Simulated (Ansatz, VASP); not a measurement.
## Pd: VASP beside Ansatz

The input INCAR:

```
SYSTEM = Pd
ALGO = Normal
EDIFF = 1E-6
ENCUT = 520
GGA = PE
ISIF = 2
ISMEAR = -1
ISPIN = 2
LASPH = .True.
LCHARG = .False.
LMAXMIX = 4
LORBIT = 11
LREAL = .False.
LWAVE = .False.
MAGMOM = 0.5 0.5 0.5
NBANDS = 26
NELM = 150
PREC = Accurate
SIGMA = 0.05
```

KPOINTS

```
k-points
0
Gamma
  11 11 15
  0 0 0
```

The input POSCAR:

```
Pd
1.0
    4.5062261304      0.0000000000      0.0000000000
   -2.2531130652      3.9025063041      0.0000000000
    0.0000000000      0.0000000000      2.6731704414
Pd
3
Direct
    0.0000000000      1.0000000000      1.0000000000
    0.3333333333      0.6666666667      0.5000000000
    0.6666666667      0.3333333333      0.5000000000
```

Input for Ansatz:

```yaml
crystal:
  lattice:
    - [4.5062261304, 0.0, 0.0]
    - [-2.2531130652, 3.9025063041, 0.0]
    - [0.0, 0.0, 2.6731704414]
  atoms:
    - { symbol: Pd, position: [0.0, 1.0, 1.0], spin: 0.5 }
    - { symbol: Pd, position: [0.3333333333, 0.6666666667, 0.5], spin: 0.5 }
    - { symbol: Pd, position: [0.6666666667, 0.3333333333, 0.5], spin: 0.5 }
hamiltonian:
  xc: pbe
  pseudopotentials:
    kind: paw
    azcp:
      Pd: "pseudopotentials/Pd.paw.azcp"
basis:
  ecutwfc: 420
  fft_grid_basis: typed
kpoints:
  mp_grid: { grid: [11, 11, 15], shift: [0, 0, 0] }
magnetization:
  spin_polarized: true
scf:
  occupations: { method: fermi_dirac, width: 0.05 }
```

Alike in both runs: task single point; functional PBE; k mesh 11 × 11 × 15; occupations fermi-dirac, width 0.05 eV; collinear spin.

|  | VASP | Ansatz |
| --- | --- | --- |
| version | VASP 6.6.1 | Ansatz 0.2.0 |
| potentials or method | VASP PAW PBE potentials, release 64 (Pd), cutoff 520 eV | plane waves (420 eV) with PAW, scalar-relativistic |
| valence electrons in the cell | 30 | 54 |

```tsv
	VASP	Ansatz	Ansatz less VASP
net moment per atom (μB)	0.00	0.00	-0.001
```

VASP's potentials hold 30 valence electrons a cell and Ansatz's 54, so a difference there can come from the potentials and not from the codes. Ansatz's warnings: seeded moment not kept.
